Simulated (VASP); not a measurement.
A run of VASP 6.6.1:

File INCAR:

```
PREC = Accurate
ENCUT = 520
EDIFF = 1E-6
ISMEAR = 0
SIGMA = 0.1
LREAL = F
LASPH = T
NELM = 100
ALGO = Normal
ISIF = 2
LWAVE = F
LCHARG = F
GGA = PE
NBANDS = 20
```

KPOINTS

```
Automatic mesh
0
Gamma
  14 14 14
```

Contents of POSCAR:

```
SnO2
1.0
    0.0000000000      2.5716524213      2.5716524213
    2.5716524213      0.0000000000      2.5716524213
    2.5716524213      2.5716524213      0.0000000000
Sn O
1 2
Direct
    0.0000000000      0.0000000000      0.0000000000
    0.2500000000      0.2500000000      0.2500000000
    0.7500000000      0.7500000000      0.7500000000
```

Potentials or basis: VASP PAW PBE potentials, release 64 (Sn_d, O).

The run is started by

```console
$ cat potpaw_PBE.64/Sn_d/POTCAR potpaw_PBE.64/O/POTCAR > POTCAR
$ mpirun -np 1 vasp_std > vasp.out
```

Hardware: 1 thread of AMD EPYC 9R45 96-Core Processor (Zen 5), with other jobs on the host.

Q: How long does it take, and how much memory?

A: It took 38 s on 1 thread of AMD EPYC 9R45 96-Core Processor (Zen 5) (shared host), peak memory 0.17 GiB. Counts: scf iterations 13, k points 104.
